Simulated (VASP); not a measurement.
Here is a VASP 6.6.1 calculation.

The input INCAR:

```
SYSTEM = P
PREC     = Accurate       ! precision mode
ENCUT    = 520            ! plane-wave cutoff, eV
EDIFF    = 1E-6           ! SCF threshold, eV
ISMEAR   = 0              ! smearing method
SIGMA    = 0.02           ! smearing width, eV
LREAL    = .FALSE.        ! projectors in reciprocal space
LASPH    = .TRUE.         ! aspherical terms in the spheres
NELM     = 100            ! most SCF steps
ALGO     = Normal         ! electronic algorithm
ISIF     = 2              ! what is computed and relaxed
LWAVE    = .FALSE.        ! write WAVECAR
LCHARG   = .FALSE.        ! write CHGCAR
GGA      = PS             ! functional
NBANDS   = 18             ! bands
```

Contents of KPOINTS:

```
Automatic mesh
0
G
  8 1 6
  0 0 0
```

POSCAR

```
P
1.0
    3.1858360818      0.0000000000      0.0000000000
    0.0000000000     33.8285053746      0.0000000000
    0.0000000000      0.0000000000      4.3038028007
P
4
Direct
    0.0000000000      0.9684277823      0.5759091803
    0.0000000000      0.0315722177      0.4240908197
    0.5000000000      0.0315722177      0.0759091803
    0.5000000000      0.9684277823      0.9240908197
```

Potentials or basis: VASP PAW PBE potentials, release 64 (P).

The run is started by

```sh
$ cat potpaw_PBE.64/P/POTCAR > POTCAR
$ mpirun -np 1 vasp_std > vasp.out
```

Problem. Estimate the largest force.

Solution. 0.025 eV/Å.

Problem. Estimate the band gap on the k mesh.

Solution. 0.37 eV.

Forces on the atoms (eV/Å):
```
P    0.000  0.015  0.020
P    0.000 -0.015 -0.020
P    0.000 -0.015  0.020
P    0.000  0.015 -0.020
```

Caveat: the cell differs from its parent crystal (equal strain along all axes, cell held: -3.0 %, then relaxed in part); there is no dipole correction, which matters where the two faces differ; the PAW data sets were made with another functional, which shifts forces and pressure a little.
